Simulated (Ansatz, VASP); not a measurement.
## C in VASP and in Ansatz

The input INCAR:

```
SYSTEM = C
PREC = Accurate
ENCUT = 520
EDIFF = 1E-6
ISMEAR = 0
SIGMA = 0.05
LREAL = .False.
LASPH = .True.
NELM = 60
ALGO = Normal
ISIF = 2
LWAVE = .False.
LCHARG = .False.
GGA = PE
IVDW = 12
NBANDS = 11
```

The input KPOINTS:

```
regular mesh
0
Gamma
  15 15 15
  0 0 0
```

The input POSCAR:

```
C
1.0
    1.2016689031      0.6937838646      3.2769132065
   -1.2016689031      0.6937838646      3.2769132065
    0.0000000000     -1.3875677293      3.2769132064
C
2
Direct
    0.1590580365      0.1590580365      0.1590580365
    0.8409419635      0.8409419635      0.8409419635
```

Input for Ansatz:

```yaml
crystal:
  lattice:
    - [1.2016689031, 0.6937838646, 3.2769132065]
    - [-1.2016689031, 0.6937838646, 3.2769132065]
    - [0.0, -1.3875677293, 3.2769132064]
  atoms:
    - { symbol: C, position: [0.1590580365, 0.1590580365, 0.1590580365] }
    - { symbol: C, position: [0.8409419635, 0.8409419635, 0.8409419635] }
basis:
  ecutwfc: 520.0
kpoints:
  mp_grid: { grid: [15, 15, 15] }
hamiltonian:
  xc: pbe
  pseudopotentials: { kind: paw, azcp: { folder: soft_1 } }
  dispersion: d3bj
scf:
  occupations: { method: gaussian, width: 0.05 }
output:
  forces: true
  stress: true
  eigenvalues: true
```

Change from the starting cell: mode 4 frozen in at -0.076 Å, equal normal strain along x, y and z -0.0250.

Alike in both runs: task single point; functional PBE; dispersion D3(BJ); k mesh 15 × 15 × 15; occupations gaussian, width 0.05 eV; no spin polarisation.

|  | VASP | Ansatz |
| --- | --- | --- |
| version | VASP 6.6.1 | Ansatz 0.2.0 |
| potentials or method | VASP PAW PBE potentials, release 64 (C), cutoff 520 eV | scalar-relativistic, plane waves, PAW |
| valence electrons in the cell | 8 | 8 |

```csv
,VASP,Ansatz,Ansatz less VASP
gap on the k mesh at the Fermi level (eV),1.00,1.00,0.000
least direct gap on the mesh (eV),1.04,1.04,0.000
pressure (GPa),24.5,24.0,-0.50
"traceless stress, the component that is largest in VASP (GPa)",-27.70,-27.11,+0.591
rms of the force components (eV/Å),1.383,1.389,+0.0052
```

Atom by atom the forces differ by 0.005 eV/Å (rms over components).
